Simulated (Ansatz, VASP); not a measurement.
## Two plane-wave programs on La2Zr3O

```
La Zr O
1.0
     6.03628    0.00000    0.00000
    -3.01814    5.22757    0.00000
     0.00000    0.00000    3.51343
La Zr O
2 3 1
Direct
  0.33333 0.66667 0.00000
  0.66667 0.33333 0.00000
  0.50000 0.00000 0.50000
  0.50000 0.50000 0.50000
  0.00000 0.50000 0.50000
  0.00000 0.00000 0.00000
```

Change from the starting cell: species swapped into the YCo3B2 type (P6/mmm, No. 191).

Alike in both runs: task relaxation of cell and atoms; functional PBE; k mesh 3 × 3 × 6; occupations gaussian, width 0.1 eV; no spin polarisation.

|  | VASP | Ansatz |
| --- | --- | --- |
| version | VASP 6.6.1 | Ansatz 0.2.0 |
| potentials or method | VASP PAW PBE potentials, release 64 (La, Zr_sv, O), cutoff 600 eV | scalar-relativistic, plane waves, PAW |
| valence electrons in the cell | 64 | 64 |

VASP gave:

```
gap on the k mesh at the Fermi level, each at its own relaxed structure (eV) : none
relaxed volume (Å³/atom)                                                     : 26.13
relaxed cell length with the largest relative difference (Å)                 : 5.674
```

Q: What did Ansatz give for the same quantities?

A: gap on the k mesh at the Fermi level, each at its own relaxed structure (eV): none; relaxed volume (Å³/atom): 27.44; relaxed cell length with the largest relative difference (Å): 6.181.

A gap of «none» marks a metal or a gap that the smearing closes. One of these differences is far larger than is usual between the two programs; its cause wasn't traced.

The k mesh is coarse, so the values compare programs but aren't converged. Spin-orbit coupling is off throughout. Noted on VASP's run: the volume moved by over 15 % at a fixed basis, so the end points are rough.
